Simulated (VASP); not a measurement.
# Si2Mo (I4/mmm) in VASP: settings compared

The runs below take Si2Mo through single point, with r2SCAN+D4, r2SCAN.

Everything below comes from runs of VASP 6.6.1. Logs are shortened: lines on timing, memory, paths and dates and some standing lists are left out, and cuts for length are marked.

## 1. The cell of the first run

Symmetry: I4/mmm, No. 139, tetragonal system. Conventional cell: a = 3.169 Å, b = 3.169 Å, c = 7.753 Å, α = 90.00°, β = 90.00°, γ = 90.00°. Si (site symmetry 4mm) has 9 Si at 2.56 to 3.17 Å and 5 Mo at 2.58 to 2.60 Å within 3.4 Å. Within 3.4 Å of Mo (site symmetry 4/mmm) lie 10 Si at 2.58 to 2.60 Å and 4 Mo at 3.17 Å.

## 2. Single point, r2SCAN+D4 (volume scaled by 0.98)

POSCAR

```
Si2Mo
1.0
   -1.5844084316      1.5844084316      3.8765674375
    1.5844084316     -1.5844084316      3.8765674375
    1.5844084316      1.5844084316     -3.8765674375
Si Mo
2 1
Direct
    0.3350919298      0.3350919298      0.0000000000
    0.6649080702      0.6649080702      0.0000000000
    0.0000000000      0.0000000000      0.0000000000
```

INCAR.step1

```
SYSTEM = Si2Mo
PREC     = Accurate       ! precision mode
ENCUT    = 520            ! plane-wave cutoff, eV
ISMEAR   = 0              ! smearing method
SIGMA    = 0.05           ! smearing width, eV
LREAL    = .False.        ! projectors in reciprocal space
LASPH    = .True.         ! aspherical terms in the spheres
NELM     = 60             ! most SCF steps
NBANDS   = 18             ! bands
GGA      = PE             ! functional
ALGO     = Normal         ! electronic algorithm
EDIFF    = 1E-4           ! SCF threshold, eV
LWAVE    = .True.         ! write WAVECAR
LCHARG   = .False.        ! write CHGCAR
```

INCAR.step2

```
SYSTEM = Si2Mo
PREC     = Accurate       ! precision mode
ENCUT    = 520            ! plane-wave cutoff, eV
EDIFF    = 1E-6           ! SCF threshold, eV
ISMEAR   = 0              ! smearing method
SIGMA    = 0.05           ! smearing width, eV
LREAL    = .False.        ! projectors in reciprocal space
LASPH    = .True.         ! aspherical terms in the spheres
NELM     = 60             ! most SCF steps
ALGO     = Normal         ! electronic algorithm
ISIF     = 2              ! what is computed and relaxed
LWAVE    = .False.        ! write WAVECAR
LCHARG   = .False.        ! write CHGCAR
METAGGA  = R2SCAN         ! meta-GGA
LMIXTAU  = .True.       
IVDW     = 13             ! dispersion correction
VDW_S6   = 1.0          
VDW_S8   = 0.6018749    
VDW_A1   = 0.51559235   
VDW_A2   = 5.77342911   
NBANDS   = 18             ! bands
ISTART   = 1
```

KPOINTS

```
regular mesh
0
Gamma
  10 10 10
  0 0 0
```

Potentials or basis: VASP PAW PBE potentials, release 64 (Si, Mo_sv).

Launch:

```sh
$ cat potpaw_PBE.64/Si/POTCAR potpaw_PBE.64/Mo_sv/POTCAR > POTCAR
$ cp INCAR.step1 INCAR
$ mpirun -np 1 vasp_std > vasp.out
$ cp INCAR.step2 INCAR
$ mpirun -np 1 vasp_std > vasp.out
```

OUTCAR:

```text
SYSTEM = Si2Mo
   PREC = Accurate
   ENCUT = 520
   EDIFF = 1E-6
   ISMEAR = 0
   LREAL = .False.
   LASPH = .True.
   NELM = 60
   ISIF = 2
   METAGGA = R2SCAN
   IVDW = 13
   ISTART = 1

 ion  position               nearest neighbor table
   1  0.335  0.335  0.000-   2 2.56   3 2.58   3 2.58   3 2.58   3 2.58   3 2.60   2 2.60   2 2.60
                             2 2.60   2 2.60
   2  0.665  0.665  0.000-   1 2.56   3 2.58   3 2.58   3 2.58   3 2.58   3 2.60   1 2.60   1 2.60
                             1 2.60   1 2.60
   3  0.000  0.000  0.000-   2 2.58   2 2.58   2 2.58   1 2.58   2 2.58   1 2.58   1 2.58   1 2.58
                             1 2.60   2 2.60

  LATTYP: Found a body centered tetragonal cell.
 ALAT       =     3.1688168632
 C/A-ratio  =     2.4466970512

  Lattice vectors:

 A1 = (  -1.5844084316,   1.5844084316,   3.8765674375)
 A2 = (   1.5844084316,  -1.5844084316,   3.8765674375)
 A3 = (   1.5844084316,   1.5844084316,  -3.8765674375)

Analysis of symmetry for initial positions (statically):
=====================================================================
 Subroutine PRICEL returns:
 Original cell was already a primitive cell.

 Routine SETGRP: Setting up the symmetry group for a
 body centered tetragonal supercell.

 Subroutine GETGRP returns: Found 16 space group operations
 (whereof 16 operations were pure point group operations)
 out of a pool of 16 trial point group operations.

The static configuration has the point symmetry D_4h.

Analysis of symmetry for dynamics (positions and initial velocities):
=====================================================================
 Subroutine PRICEL returns:
 Original cell was already a primitive cell.

 Routine SETGRP: Setting up the symmetry group for a
 body centered tetragonal supercell.

 Subroutine GETGRP returns: Found 16 space group operations
 (whereof 16 operations were pure point group operations)
 out of a pool of 16 trial point group operations.

The dynamic configuration has the point symmetry D_4h.

 Subroutine INISYM returns: Found 16 space group operations
 (whereof 16 operations are pure point group operations),
 and found     1 'primitive' translations

----------------------------------------------------------------------------------------

                                     Primitive cell

  volume of cell :      38.9262

  direct lattice vectors                    reciprocal lattice vectors
    -1.584408432  1.584408432  3.876567437     0.000000000  0.315575195  0.128980086
     1.584408432 -1.584408432  3.876567437     0.315575195  0.000000000  0.128980086
     1.584408432  1.584408432 -3.876567437     0.315575195  0.315575195  0.000000000

  length of vectors
     4.477552373  4.477552373  4.477552373     0.340915776  0.340915776  0.446290721

  position of ions in fractional coordinates (direct lattice)
     0.335091930  0.335091930  0.000000000
     0.664908070  0.664908070  0.000000000
     0.000000000  0.000000000  0.000000000

  ion indices of the primitive-cell ions
   primitive index   ion index
                 1           1
                 2           2
                 3           3

----------------------------------------------------------------------------------------

 KPOINTS: regular mesh

Automatic generation of k-mesh.
 Grid dimensions read from file:
 generate k-points for:   10   10   10

 Generating k-lattice:

  Cartesian coordinates                     Fractional coordinates (reciprocal lattice)
     0.000000000  0.031557520  0.012898009     0.100000000  0.000000000 -0.000000000
     0.031557520  0.000000000  0.012898009     0.000000000  0.100000000 -0.000000000
     0.031557520  0.031557520  0.000000000     0.000000000  0.000000000  0.100000000

  Length of vectors
     0.034091578  0.034091578  0.044629072

  Shift w.r.t. Gamma in fractional coordinates (k-lattice)
     0.000000000  0.000000000  0.000000000

 Subroutine IBZKPT returns following result:
 ===========================================

 Found    102 irreducible k-points:

 Following reciprocal coordinates:
            Coordinates               Weight
  0.000000  0.000000  0.000000      1.000000
  0.100000  0.000000 -0.000000      8.000000
  0.200000  0.000000 -0.000000      8.000000
  0.300000  0.000000 -0.000000      8.000000
  0.400000 -0.000000  0.000000      8.000000
  0.500000  0.000000  0.000000      4.000000
[... 16 lines left out ...]
  0.300000  0.300000 -0.000000      8.000000
  0.400000  0.300000 -0.000000     16.000000
 [... further k-points ...]
   k-points           NKPTS =    102   k-points in BZ     NKDIM =    102   number of bands    NBANDS=     18
   number of dos      NEDOS =    301   number of ions     NIONS =      3
   total plane-waves  NPLWV =  46656
   dimension x,y,z NGX =    36 NGY =   36 NGZ =   36
   dimension x,y,z NGXF=    72 NGYF=   72 NGZF=   72
   ions per type =               2   1
[... 33 lines left out ...]
  volume/ion in A,a.u.               =      12.98        87.56
  Fermi-wavevector in a.u.,A,eV,Ry     =   1.353532  2.557805 24.926537  1.832049
  Thomas-Fermi vector in A             =   2.480779
   LORBIT       =      0    0 simple, 1 ext, 2 COOP (PROOUT), +10 PAW based schemes
   METAGGA = R2SCAN    functional components
   LHFCALC =     F    Hartree Fock is set to
   AEXX    =    0.0000 exact exchange contribution
   IVDW    =    13    specifies the selected vdW correction
   LEPSILON=     F    determine dielectric tensor
   LRPA    =     F    only Hartree local field effects (RPA)
 non-spin polarized calculation
 Gauss-broadening in eV      SIGMA  =   0.05
  energy-cutoff  :      520.00
  volume of cell :       38.93
 maximum number of plane-waves:      1071
 NGX is ok and might be reduce to    36
   NGX = 17   NGY = 17   NGZ = 17

 number of electron      22.0000000 magnetization

 Free energy of the ion-electron system (eV)
  ---------------------------------------------------
  ext. energy  EPLUGINS =         0.00000000
  ---------------------------------------------------
  free energy    TOTEN  =       -44.98974635 eV

  energy without entropy =      -44.98936692  energy(sigma->0) =      -44.98955664

 E-fermi :  12.6512     XC(G=0): -13.5601

 val. band max:       12.6360133870   @ k =  -0.4000   0.5000   0.4000
 cond. band min:      12.8511658815   @ k =   0.5000   0.5000   0.3000
 fundamental gap:      0.2151524945
 Fermi energy:        12.6511651062

 k-point     1 :       0.0000    0.0000    0.0000
  band No.  band energies     occupation
      1     -49.8206      2.00000
      2     -23.2910      2.00000
      3     -23.1755      2.00000
      4     -23.1755      2.00000
      5      -1.6919      2.00000
      6       5.7746      2.00000
[... 10 lines left out ...]
     17      18.3626      0.00000
     18      18.3626      0.00000

 k-point     2 :       0.1000    0.0000   -0.0000
  band No.  band energies     occupation
      1     -49.8182      2.00000
      2     -23.2887      2.00000
      3     -23.2065      2.00000
      4     -23.1726      2.00000
      5      -1.4933      2.00000
      6       5.7998      2.00000
[... 10 lines left out ...]
     17      18.5253      0.00000
     18      19.4247      0.00000

 k-point     3 :       0.2000    0.0000   -0.0000
  band No.  band energies     occupation
      1     -49.8122      2.00000
      2     -23.2882      2.00000
      3     -23.2812      2.00000
      4     -23.1649      2.00000
      5      -0.9132      2.00000
      6       5.7313      2.00000
[... 10 lines left out ...]
     17      19.5774      0.00000
     18      21.3852      0.00000

 k-point     4 :       0.3000    0.0000   -0.0000
  band No.  band energies     occupation
      1     -49.8046      2.00000
      2     -23.3846      2.00000
      3     -23.2749      2.00000
      4     -23.1553      2.00000
      5       0.0028      2.00000
      6       5.0802      2.00000
[... 375 lines left out ...]
      4     -23.2667      2.00000
      5      -0.3984      2.00000
      6       6.6539      2.00000
[... 10 lines left out ...]
     17      20.0183      0.00000
     18      21.1055      0.00000

 k-point    23 :       0.3000    0.3000   -0.0000
  band No.  band energies     occupation
      1     -49.7892      2.00000
      2     -23.3599      2.00000
      3     -23.3502      2.00000
      4     -23.2577      2.00000
      5       1.7493      2.00000
      6       4.3481      2.00000
[... 10 lines left out ...]
     17      20.2347      0.00000
     18      21.9663      0.00000

 k-point    24 :       0.4000    0.3000   -0.0000
  band No.  band energies     occupation
      1     -49.7833      2.00000
      2     -23.4295      2.00000
      3     -23.3435      2.00000
      4     -23.2483      2.00000
      5       2.7034      2.00000
      6       3.8406      2.00000
[... 10 lines left out ...]
     17      20.2288      0.00000
     18      22.4693      0.00000

 [... further k-points ...]

------------------------ aborting loop because EDIFF is reached ----------------------------------------

  DFT-D4 for vdW energy calculation

  Edisp (eV):   -0.59007

  FORCE on cell =-STRESS in cart. coord.  units (eV):
  Direction    XX          YY          ZZ          XY          YZ          ZX
  --------------------------------------------------------------------------------------
  -------------------------------------------------------------------------------------
  Total       1.26902     1.26902     1.23894     0.00000     0.00000     0.00000
  in kB      52.23192    52.23192    50.99388     0.00000     0.00000     0.00000
  external pressure =       51.82 kB  Pullay stress =        0.00 kB

 VOLUME and BASIS-vectors are now :
 -----------------------------------------------------------------------------
  energy-cutoff  :      520.00
  volume of cell :       38.93
      direct lattice vectors                 reciprocal lattice vectors
    -1.584408432  1.584408432  3.876567437     0.000000000  0.315575195  0.128980086
     1.584408432 -1.584408432  3.876567437     0.315575195  0.000000000  0.128980086
     1.584408432  1.584408432 -3.876567437     0.315575195  0.315575195  0.000000000

 POSITION                                       TOTAL-FORCE (eV/Angst)
 -----------------------------------------------------------------------------------
      0.00000      0.00000      2.59801         0.000000      0.000000     -0.017141
      0.00000      0.00000      5.15512        -0.000000     -0.000000      0.017141
      0.00000      0.00000      0.00000         0.000000      0.000000      0.000000
 -----------------------------------------------------------------------------------
    total drift:                                0.000000     -0.000000     -0.000000

  FREE ENERGIE OF THE ION-ELECTRON SYSTEM (eV)
  ---------------------------------------------------
  free  energy   TOTEN  =       -45.5798198321 eV

  energy  without entropy=      -45.5794404046  energy(sigma->0) =      -45.57963012
```

Run time: 2.3 min. Hardware: 1 thread of Intel Xeon 6975P-C (Granite Rapids), shared host; peak memory 0.26 GiB.

What came out:

```yaml
Free_energy: -45.5798 eV
Pressure: 5.2 GPa
Largest_force: 0.017 eV/Å
Band_gap_on_the_k_mesh: zero (band 11 reaches 13.23 eV, above the bottom of band 12 at 12.20 eV)
Dispersion_energy_per_atom: -0.197 eV
```

Forces in eV/Å, atoms in the order of the input:
```
Si   0.000  0.000 -0.017
Si   0.000  0.000  0.017
Mo   0.000  0.000  0.000
```

Stress tensor (GPa, compression positive):
```
5.22 0.00 0.00
0.00 5.22 0.00
0.00 0.00 5.10
```

Levels at points of the mesh, in eV from the Fermi level:
| k point | band 8 | band 9 | band 10 | band 11 | band 12 | band 13 | band 14 | band 15 |
| --- | --- | --- | --- | --- | --- | --- | --- | --- |
| (0.00, 0.00, 0.00) | -3.16 | -2.79 | -2.79 | 0.47 | 3.36 | 3.77 | 3.88 | 3.88 |
| (0.50, 0.00, 0.00) | -4.82 | -2.76 | -2.68 | -0.49 | 2.74 | 3.43 | 4.64 | 4.80 |
| (0.50, 0.50, 0.00) | -5.26 | -4.73 | -3.29 | -1.28 | 2.82 | 3.26 | 3.64 | 3.77 |
| (0.50, 0.50, 0.50) | -2.27 | -0.54 | -0.54 | -0.45 | -0.45 | 0.63 | 5.35 | 6.27 |

Caveat: the cell differs from its parent crystal (volume scaled by 0.98); the PAW data sets were made with another functional, which shifts forces and pressure a little; pairwise dispersion overbinds metals, which lowers pressure and volume.

## 3. Single point, r2SCAN (volume scaled by 0.98)

POSCAR

```
Si2Mo
1.0
   -1.5895380684      1.5895380684      3.8865397377
    1.5895380684     -1.5895380684      3.8865397377
    1.5895380684      1.5895380684     -3.8865397377
Si Mo
2 1
Direct
    0.3352199435      0.3352199435      0.0000000000
    0.6647800565      0.6647800565      0.0000000000
    0.0000000000      0.0000000000      0.0000000000
```

INCAR.step1

```
SYSTEM = Si2Mo
PREC = Accurate
ENCUT = 520
ISMEAR = 0
SIGMA = 0.05
LREAL = .FALSE.
LASPH = .TRUE.
NELM = 60
NBANDS = 18
GGA = PE
ALGO = Normal
EDIFF = 1E-4
LWAVE = .TRUE.
LCHARG = .FALSE.
```

INCAR.step2

```
SYSTEM = Si2Mo
PREC = Accurate
ENCUT = 520
EDIFF = 1E-6
ISMEAR = 0
SIGMA = 0.05
LREAL = .FALSE.
LASPH = .TRUE.
NELM = 60
ALGO = Normal
ISIF = 2
LWAVE = .FALSE.
LCHARG = .FALSE.
METAGGA = R2SCAN
LMIXTAU = .TRUE.
NBANDS = 18
ISTART = 1
```

KPOINTS

```
regular mesh
0
G
  10 10 10
  0 0 0
```

Potentials or basis: VASP PAW PBE potentials, release 64 (Si, Mo_sv).

Launch:

```sh
$ cat potpaw_PBE.64/Si/POTCAR potpaw_PBE.64/Mo_sv/POTCAR > POTCAR
$ cp INCAR.step1 INCAR
$ mpirun -np 1 vasp_std > vasp.out
$ cp INCAR.step2 INCAR
$ mpirun -np 1 vasp_std > vasp.out
```

Run time: 2.3 min. Hardware: 1 thread of Intel Xeon 6975P-C (Granite Rapids), shared host; peak memory 0.25 GiB.

Results (log left out):

* Free energy: -45.0033 eV
* Pressure: 5.1 GPa
* Largest force: 0.016 eV/Å
* Band gap on the k mesh: zero (band 11 reaches 13.07 eV, above the bottom of band 12 at 12.05 eV)

Forces on the atoms (eV/Å):
```
Si   0.000  0.000 -0.016
Si   0.000  0.000  0.016
Mo   0.000  0.000  0.000
```

Stress tensor (GPa, compression positive):
```
5.10 0.00 0.00
0.00 5.10 0.00
0.00 0.00 4.97
```

Levels at points of the mesh, in eV from the Fermi level:
| k point | band 8 | band 9 | band 10 | band 11 | band 12 | band 13 | band 14 | band 15 |
| --- | --- | --- | --- | --- | --- | --- | --- | --- |
| (0.00, 0.00, 0.00) | -3.12 | -2.77 | -2.77 | 0.47 | 3.41 | 3.71 | 3.84 | 3.84 |
| (0.50, 0.00, 0.00) | -4.79 | -2.74 | -2.64 | -0.48 | 2.71 | 3.41 | 4.62 | 4.73 |
| (0.50, 0.50, 0.00) | -5.26 | -4.69 | -3.24 | -1.29 | 2.79 | 3.22 | 3.61 | 3.75 |
| (0.50, 0.50, 0.50) | -2.23 | -0.53 | -0.53 | -0.46 | -0.46 | 0.62 | 5.32 | 6.15 |

Caveat: the cell differs from its parent crystal (volume scaled by 0.98); the PAW data sets were made with another functional, which shifts forces and pressure a little.

## 4. Single point, r2SCAN+D4

This run uses another cell than the first one, of 13.16 Å³/atom, 1.014 times its volume.

POSCAR

```
Si2Mo
1.0
   -1.5924771085      1.5924771085      3.8918355618
    1.5924771085     -1.5924771085      3.8918355618
    1.5924771085      1.5924771085     -3.8918355618
Si Mo
2 1
Direct
    0.3353047421      0.3353047421      0.0000000000
    0.6646952579      0.6646952579      0.0000000000
    0.0000000000      0.0000000000      0.0000000000
```

INCAR.step1

```
PREC = Accurate
ENCUT = 520
ISMEAR = 0
SIGMA = 0.05
LREAL = False
LASPH = True
NELM = 80
NBANDS = 18
GGA = PE
ALGO = Normal
EDIFF = 1E-4
LWAVE = True
LCHARG = False
```

INCAR.step2

```
PREC = Accurate
ENCUT = 520
EDIFF = 1E-7
ISMEAR = 0
SIGMA = 0.05
LREAL = False
LASPH = True
NELM = 80
ALGO = Normal
ISIF = 2
LWAVE = False
LCHARG = False
METAGGA = R2SCAN
LMIXTAU = True
IVDW = 13
NBANDS = 18
VDW_S6 = 1.0
VDW_S8 = 0.6018749
VDW_A1 = 0.51559235
VDW_A2 = 5.77342911
ISTART = 1
```

KPOINTS

```
Automatic mesh
0
Gamma
  10 10 10
```

Launch:

```sh
$ cat potpaw_PBE.64/Si/POTCAR potpaw_PBE.64/Mo_sv/POTCAR > POTCAR
$ cp INCAR.step1 INCAR
$ mpirun -np 1 vasp_std > vasp.out
$ cp INCAR.step2 INCAR
$ mpirun -np 1 vasp_std > vasp.out
```

Run time: 2.8 min. Hardware: 1 thread of Intel Xeon 6975P-C (Granite Rapids), shared host; peak memory 0.26 GiB.

It converged, with:

| Item | Value |
| --- | --- |
| Free energy | -45.5918 eV |
| Pressure | 1.8 GPa |
| Largest force | 0.015 eV/Å |
| Band gap on the k mesh | zero (band 11 reaches 12.99 eV, above the bottom of band 12 at 11.97 eV) |
| Dispersion energy per atom | -0.194 eV |

Forces on the atoms (eV/Å):
```
Si   0.000  0.000 -0.015
Si   0.000  0.000  0.015
Mo   0.000  0.000  0.000
```

Stress tensor (GPa, compression positive):
```
1.85 0.00 0.00
0.00 1.85 0.00
0.00 0.00 1.75
```

Levels at points of the mesh, in eV from the Fermi level:
```
           k point  band 9  band 10  band 11  band 12  band 13  band 14
(0.00, 0.00, 0.00)   -2.75    -2.75     0.46     3.44     3.68     3.82
(0.50, 0.00, 0.00)   -2.73    -2.62    -0.47     2.69     3.40     4.61
(0.50, 0.50, 0.00)   -4.67    -3.22    -1.29     2.77     3.19     3.60
(0.50, 0.50, 0.50)   -0.52    -0.52    -0.46    -0.46     0.61     5.31
```

Caveat: the PAW data sets were made with another functional, which shifts forces and pressure a little; pairwise dispersion overbinds metals, which lowers pressure and volume.

## 5. Overview

```tsv
level	cell	gap on the mesh (eV)	pressure (GPa)	largest force (eV/Å)
r2SCAN+D4	a = 4.478 Å, angles 138.6, 138.6, 60.1°, 3 atoms	none	5.2	0.02
r2SCAN	a = 4.490 Å, angles 138.5, 138.5, 60.1°, 3 atoms	none	5.1	0.02
r2SCAN+D4	a = 4.496 Å, angles 138.5, 138.5, 60.1°, 3 atoms	none	1.8	0.02
```

Alike in all rows: task single point; potentials or basis VASP PAW PBE potentials, release 64 (Si, Mo_sv); no spin polarisation; k mesh 10 × 10 × 10; cutoff (eV) 520; smearing gaussian 0.05 eV.

Caveats: the PAW data sets were made with another functional, which shifts forces and pressure a little; pairwise dispersion overbinds metals, which lowers pressure and volume (some runs).

Absolute energies hang on the potentials; compare differences alone.
